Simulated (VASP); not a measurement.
# Os (P6_3/mmc) in VASP: notebook

Runs on Os. Level: PBEsol. Tasks: single point, relaxation of volume and atoms at fixed shape.

Everything below comes from runs of VASP 6.6.1. Logs are shortened: lines on timing, memory, paths and dates and some standing lists are left out, and cuts for length are marked.

## (1) The cell of the first run

Symmetry: P6_3/mmc, No. 194, hexagonal system. The conventional cell has a = 2.728 Å, b = 2.728 Å, c = 4.311 Å, α = 90.00°, β = 90.00°, γ = 120.00°. Within 3.5 Å of Os (site symmetry -6m2) lie 12 Os at 2.67 to 2.73 Å.

## (2) Single point, PBEsol

Input file INCAR:

```
SYSTEM = Os
PREC     = Accurate       ! precision mode
ENCUT    = 520            ! plane-wave cutoff, eV
EDIFF    = 1E-6           ! SCF threshold, eV
ISMEAR   = -1             ! smearing method
SIGMA    = 0.05           ! smearing width, eV
LREAL    = .False.        ! projectors in reciprocal space
LASPH    = .True.         ! aspherical terms in the spheres
NELM     = 80             ! most SCF steps
ALGO     = Normal         ! electronic algorithm
ISIF     = 2              ! what is computed and relaxed
LWAVE    = .False.        ! write WAVECAR
LCHARG   = .False.        ! write CHGCAR
GGA      = PS             ! functional
NBANDS   = 15             ! bands
```

Input file KPOINTS:

```
Automatic mesh
0
Gamma
  10 10 6
  0 0 0
```

Input file POSCAR:

```
Os
1.0
    2.7283497553      0.0000000000      0.0000000000
   -1.3641748776      2.3628201985      0.0000000000
    0.0000000000      0.0000000000      4.3106150391
Os
2
Direct
    0.3333333333      0.6666666667      0.2500000000
    0.6666666667      0.3333333333      0.7500000000
```

Potentials or basis: VASP PAW PBE potentials, release 64 (Os).

The run is started by

```sh
> cat potpaw_PBE.64/Os/POTCAR > POTCAR
> mpirun -np 1 vasp_std > vasp.out
```

OUTCAR:

```text
SYSTEM = Os
   PREC = Accurate
   ENCUT = 520
   EDIFF = 1E-6
   ISMEAR = -1
   LREAL = .False.
   LASPH = .True.
   NELM = 80
   ISIF = 2
   GGA = PS

 ion  position               nearest neighbor table
   1  0.333  0.667  0.250-   2 2.67   2 2.67   2 2.67   2 2.67   2 2.67   2 2.67
   2  0.667  0.333  0.750-   1 2.67   1 2.67   1 2.67   1 2.67   1 2.67   1 2.67

  LATTYP: Found a hexagonal cell.
 ALAT       =     2.7283497553
 C/A-ratio  =     1.5799349151

  Lattice vectors:

 A1 = (   2.7283497553,   0.0000000000,   0.0000000000)
 A2 = (  -1.3641748776,   2.3628201985,   0.0000000000)
 A3 = (   0.0000000000,   0.0000000000,   4.3106150391)

Analysis of symmetry for initial positions (statically):
=====================================================================
 Subroutine PRICEL returns:
 Original cell was already a primitive cell.

 Routine SETGRP: Setting up the symmetry group for a
 hexagonal supercell.

 Subroutine GETGRP returns: Found 24 space group operations
 (whereof 12 operations were pure point group operations)
 out of a pool of 24 trial point group operations.

The static configuration has the point symmetry D_3d.
 The point group associated with its full space group is D_6h.

Analysis of symmetry for dynamics (positions and initial velocities):
=====================================================================
 Subroutine PRICEL returns:
 Original cell was already a primitive cell.

 Routine SETGRP: Setting up the symmetry group for a
 hexagonal supercell.

 Subroutine GETGRP returns: Found 24 space group operations
 (whereof 12 operations were pure point group operations)
 out of a pool of 24 trial point group operations.

The dynamic configuration has the point symmetry D_3d.
 The point group associated with its full space group is D_6h.

 Subroutine INISYM returns: Found 24 space group operations
 (whereof 12 operations are pure point group operations),
 and found     1 'primitive' translations

----------------------------------------------------------------------------------------

                                     Primitive cell

  volume of cell :      27.7888

  direct lattice vectors                    reciprocal lattice vectors
     2.728349755  0.000000000  0.000000000     0.366521923  0.211611531  0.000000000
    -1.364174878  2.362820199  0.000000000     0.000000000  0.423223062  0.000000000
     0.000000000  0.000000000  4.310615039     0.000000000  0.000000000  0.231985457
[... 82 lines left out ...]
   ENCUT  =  520.0 eV  38.22 Ry    6.18 a.u.   5.07  5.07  8.01*2*pi/ulx,y,z
   NELM   =     80;   NELMIN=  2; NELMDL= -5     # of ELM steps
   EDIFF  = 0.1E-05   stopping-criterion for ELM
   LREAL  =      F    real-space projection
   EDIFFG = 0.1E-04   stopping-criterion for IOM
   NSW    =      0    number of steps for IOM
   IBRION =     -1    ionic relax: 0-MD 1-quasi-New 2-CG
   NFREE  =      0    steps in history (QN), initial steepest desc. (CG)
   ISIF   =      2    stress and relaxation
   ISYM   =      2    0-nonsym 1-usesym 2-fastsym
   POTIM  = 0.5000    time-step for ionic-motion
   TEBEG  =    0.0;   TEEND  =   0.0 temperature during run
   PSTRESS=    0.0 pullay stress
   NELECT =      16.0000    total number of electrons
   NUPDOWN=      -1.0000    fix difference up-down
   EMIN   =  10.00;   EMAX   =-10.00  energy-range for DOS
[... 5 lines left out ...]
     AMIX     =   0.40;   BMIX     =  1.00
     AMIX_MAG =   1.60;   BMIX_MAG =  1.00
  volume/ion in A,a.u.               =      13.89        93.76
  Fermi-wavevector in a.u.,A,eV,Ry     =   1.361941  2.573695 25.237205  1.854882
  Thomas-Fermi vector in A             =   2.488473
   LORBIT       =      0    0 simple, 1 ext, 2 COOP (PROOUT), +10 PAW based schemes
   GGA     = PS    functional components
   LHFCALC =     F    Hartree Fock is set to
   AEXX    =    0.0000 exact exchange contribution
   IVDW    =     0    specifies the selected vdW correction
   LEPSILON=     F    determine dielectric tensor
   LRPA    =     F    only Hartree local field effects (RPA)
 non-spin polarized calculation
  energy-cutoff  :      520.00
  volume of cell :       27.79
 maximum number of plane-waves:       768
   NGX = 11   NGY = 11   NGZ = 17

 number of electron      15.9999998 magnetization

 Free energy of the ion-electron system (eV)
  ---------------------------------------------------
  ext. energy  EPLUGINS =         0.00000000
  ---------------------------------------------------
  free energy    TOTEN  =       -24.46968860 eV

  energy without entropy =      -24.45947949  energy(sigma->0) =      -24.46458405

 E-fermi :   9.4651     XC(G=0): -14.1931

 val. band max:        9.4263074429   @ k =   0.3000   0.0000   0.0000
 cond. band min:       9.5189332523   @ k =   0.1000   0.1000   0.3333
 fundamental gap:      0.0926258093
 Fermi energy:         9.4650725837

 k-point     1 :       0.0000    0.0000    0.0000
  band No.  band energies     occupation
      1      -1.6467      2.00000
      2       1.5138      2.00000
      3       6.3079      2.00000
      4       6.3079      2.00000
      5       6.5597      2.00000
      6       7.1626      2.00000
      7       7.1626      2.00000
      8       7.8266      2.00000
      9       7.8266      2.00000
     10       9.4069      1.52380
     11      11.1173      0.00000
     12      11.1173      0.00000
     13      18.5268      0.00000
     14      23.4437      0.00000
[... 401 lines left out ...]
      2       2.6045      2.00000
      3       3.8016      2.00000
      4       4.7800      2.00000
      5       5.8702      2.00000
      6       7.4866      2.00000
      7       7.8115      2.00000
      8      10.8856      0.00000
      9      11.3403      0.00000
     10      11.7137      0.00000
     11      13.2668      0.00000
     12      15.8718      0.00000
     13      18.4532      0.00000
     14      20.5276      0.00000
     15      21.6217      0.00000

 [... further k-points ...]
[... 5 lines left out ...]
  --------------------------------------------------------------------------------------
  -------------------------------------------------------------------------------------
  Total        0.2897083      0.2897083     -0.3159615      0.0000000      0.0000000      0.0000000
  in kB       16.7032730     16.7032730    -18.2169159      0.0000000      0.0000000      0.0000000
  external PRESSURE =       5.0632101 kB  Pullay stress =       0.0000000 kB

 VOLUME and BASIS-vectors are now :
 -----------------------------------------------------------------------------
  energy-cutoff  :      520.00
  volume of cell :       27.79
      direct lattice vectors                 reciprocal lattice vectors
     2.728349755  0.000000000  0.000000000     0.366521923  0.211611531  0.000000000
    -1.364174878  2.362820199  0.000000000     0.000000000  0.423223062  0.000000000
     0.000000000  0.000000000  4.310615039     0.000000000  0.000000000  0.231985457

 POSITION                                       TOTAL-FORCE (eV/Angst)
 -----------------------------------------------------------------------------------
     -0.00000      1.57521      1.07765        -0.000000      0.000000      0.000000
      1.36417      0.78761      3.23296         0.000000     -0.000000      0.000000
 -----------------------------------------------------------------------------------
    total drift:                               -0.000000      0.000000     -0.000000

  FREE ENERGIE OF THE ION-ELECTRON SYSTEM (eV)
  ---------------------------------------------------
  free  energy   TOTEN  =       -24.4696886009 eV

  energy  without entropy=      -24.4594794942  energy(sigma->0) =      -24.46458405
```

OSZICAR:

```text
N       E                     dE             d eps       ncg     rms          rms(c)
DAV:   1     0.102939497955E+03    0.10294E+03   -0.74429E+03  1680   0.102E+03
DAV:   2    -0.212649071314E+02   -0.12420E+03   -0.10794E+03  1701   0.330E+02
DAV:   3    -0.259764076528E+02   -0.47115E+01   -0.45610E+01  2317   0.572E+01
DAV:   4    -0.260113534536E+02   -0.34946E-01   -0.34920E-01  1799   0.500E+00
DAV:   5    -0.260115291973E+02   -0.17574E-03   -0.17574E-03  2325   0.336E-01    0.246E+01
DAV:   6    -0.248231477352E+02    0.11884E+01   -0.10013E+00  2128   0.850E+00    0.111E+01
DAV:   7    -0.244793215192E+02    0.34383E+00   -0.65582E-01  2170   0.676E+00    0.591E-01
DAV:   8    -0.244717168707E+02    0.76046E-02   -0.69028E-03  1722   0.631E-01    0.270E-01
DAV:   9    -0.244696877599E+02    0.20291E-02   -0.12874E-03  2114   0.383E-01    0.592E-02
DAV:  10    -0.244697118167E+02   -0.24057E-04   -0.34204E-05  2128   0.481E-02    0.109E-02
DAV:  11    -0.244696891541E+02    0.22663E-04   -0.55032E-06  1939   0.257E-02    0.143E-03
DAV:  12    -0.244696886009E+02    0.55317E-06   -0.90062E-08  1253   0.294E-03
   1 F= -.24469689E+02 E0= -.24464584E+02  d E =-.102091E-01
```

stdout:

```text
POSCAR found type information on POSCAR Os
 POSCAR found :  1 types and       2 ions
 scaLAPACK will be used
 -----------------------------------------------------------------------------
|                                                                             |
|                                                                             |
|     You enforced a specific xc type in the INCAR file but a different       |
|     I HOPE YOU KNOW WHAT YOU ARE DOING!                                     |
|                                                                             |
 -----------------------------------------------------------------------------

 LDA part: xc-table for (Slater+PW92), standard interpolation
 POSCAR, INCAR and KPOINTS ok, starting setup
 FFT: planning ... GRIDC
 FFT: planning ... GRID_SOFT
 FFT: planning ... GRID
 WAVECAR not read
 entering main loop
```

Run time: 11 s. Hardware: 1 thread of Intel Xeon Platinum 8488C (Sapphire Rapids), shared host; peak memory 0.14 GiB.

What came out:

- Free energy: -24.4697 eV
- Pressure: 0.5 GPa
- Band gap on the k mesh: zero (band 8 reaches 11.48 eV, above the bottom of band 9 at 7.55 eV)

Stress tensor (GPa, compression positive):
```
 1.67  0.00  0.00
 0.00  1.67  0.00
 0.00  0.00 -1.82
```

Levels at points of the mesh, in eV from the Fermi level:
```csv
k point,band 5,band 6,band 7,band 8,band 9,band 10,band 11,band 12
"(0.00, 0.00, 0.00)",-2.91,-2.30,-2.30,-1.64,-1.64,-0.06,1.65,1.65
"(0.50, 0.00, 0.00)",-3.01,-2.66,-1.97,2.01,2.58,2.70,4.40,5.69
"(0.00, 0.00, 0.50)",-3.35,-3.35,-3.35,-3.35,0.85,0.85,0.85,0.85
"(0.50, 0.00, 0.50)",-1.28,-1.28,-0.24,-0.24,2.35,2.35,3.27,3.27
```

Caveat: the PAW data sets were made with another functional, which shifts forces and pressure a little; spin-orbit coupling is left out, which moves the levels of the heavy elements.

## (3) Relaxation of volume and atoms at fixed shape, PBEsol

This run uses another cell than the first one, of 13.98 Å³/atom, 1.006 times its volume.

Input file INCAR:

```
SYSTEM = Os
ALGO = Normal
EDIFF = 1E-6
EDIFFG = -0.02
ENCUT = 600
GGA = PS
IBRION = 2
ISIF = 8
ISMEAR = -1
LASPH = .TRUE.
LCHARG = .FALSE.
LREAL = .FALSE.
LWAVE = .FALSE.
NELM = 60
NSW = 80
PREC = Accurate
SIGMA = 0.05
```

Input file KPOINTS:

```
k-points
0
G
  10 10 6
  0 0 0
```

Input file POSCAR:

```
Os
1.0
    2.7341000000      0.0000000000      0.0000000000
   -1.3670500000      2.3678000000      0.0000000000
    0.0000000000      0.0000000000      4.3197000000
Os
2
Direct
    0.3333333333      0.6666666667      0.2500000000
    0.6666666667      0.3333333333      0.7500000000
```

Potentials or basis: VASP PAW PBE potentials, release 64 (Os).

The run is started by

```sh
> cat potpaw_PBE.64/Os/POTCAR > POTCAR
> mpirun -np 1 vasp_std > vasp.out
```

Wall time 26 s (1 thread of Intel Xeon Platinum 8488C (Sapphire Rapids), shared host); peak memory 0.17 GiB.

The run converged. Its results:

| Quantity | Value |
| --- | --- |
| Free energy | -24.4707 eV |
| Relaxed volume | 13.92 Å³/atom |
| Relaxed cell | a = 2.730 Å, b = 2.730 Å, c = 4.313 Å, α = 90.00°, β = 90.00°, γ = 120.00° |
| Space group after relaxing (to 0.05 Å) | P6_3/mmc (No. 194) |
| Energy gained by relaxing | 0.5 meV/atom |
| Ionic steps | 3 |
| Pressure after relaxing | 0.0 GPa |
| Band gap on the k mesh | zero (band 8 reaches 11.45 eV, above the bottom of band 9 at 7.53 eV) |

Stress tensor (GPa, compression positive):
```
 1.16  0.00  0.00
 0.00  1.16  0.00
 0.00  0.00 -2.35
```

Step by step:
| step | energy change (eV) | largest force (eV/Å) | pressure (GPa) | volume (Å³) |
| --- | --- | --- | --- | --- |
| 1 | 0.0000 | 0.0000 | -2.13 | 27.96 |
| 2 | 0.0183 | 0.0000 | 10.34 | 27.22 |
| 3 | -0.0009 | 0.0000 | -0.01 | 27.83 |

Final structure:
```xyz
2
Lattice="2.7297 0.0000 0.0000 -1.3649 2.3640 0.0000 0.0000 0.0000 4.3128" Properties=species:S:1:pos:R:3 pbc="T T T"
Os    0.0000    1.5760    1.0782
Os    1.3649    0.7880    3.2346
```

Levels at points of the mesh, in eV from the Fermi level:
```csv
k point,band 4,band 5,band 6,band 7,band 8,band 9,band 10,band 11,band 12
"(0.00, 0.00, 0.00)",-3.15,-2.90,-2.30,-2.30,-1.63,-1.63,-0.06,1.65,1.65
"(0.50, 0.00, 0.00)",-3.65,-3.01,-2.66,-1.97,2.01,2.57,2.70,4.39,5.68
"(0.00, 0.00, 0.50)",-3.68,-3.34,-3.34,-3.34,-3.34,0.85,0.85,0.85,0.85
"(0.50, 0.00, 0.50)",-5.45,-1.28,-1.28,-0.24,-0.24,2.35,2.35,3.27,3.27
```

Caveat: the PAW data sets were made with another functional, which shifts forces and pressure a little; spin-orbit coupling is left out, which moves the levels of the heavy elements.
